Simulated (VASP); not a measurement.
The system is Mn.

```
Mn
1.0
     2.48365    0.00000    0.00000
    -1.24182    2.15090    0.00000
     0.00000    0.00000    4.02620
Mn
2
Direct
  0.33333 0.66667 0.25000
  0.66667 0.33333 0.75000
```

Base run:

- Program: VASP 6.6.1
- Functional: PBEsol
- Potentials or basis: VASP PAW PBE potentials, release 64 (Mn_pv)
- Cutoff: 520 eV
- k mesh: 10 × 10 × 6
- Occupations: fermi-dirac, width 0.05 eV
- Spin: collinear spin, ferromagnetic start
- Starting moments: [8.0, 8.0] μB
- Fixed moment: 16 μB

Its results: pressure 446.0 GPa; site moments Mn +7.04 μB.

The run is repeated on the same cell with these changes: functional from PBEsol to PBE; further incar settings from ALGO = Normal; EDIFF = 1e-06; NBANDS = 24 to ALGO = Normal; EDIFF = 1e-07; NBANDS = 24. What comes out?

Pressure 453.2 GPa; site moments Mn +7.03 μB.

Caveats: the total moment is fixed, so each spin has its own Fermi level; the PAW data sets were made with another functional, which shifts forces and pressure a little (some runs).
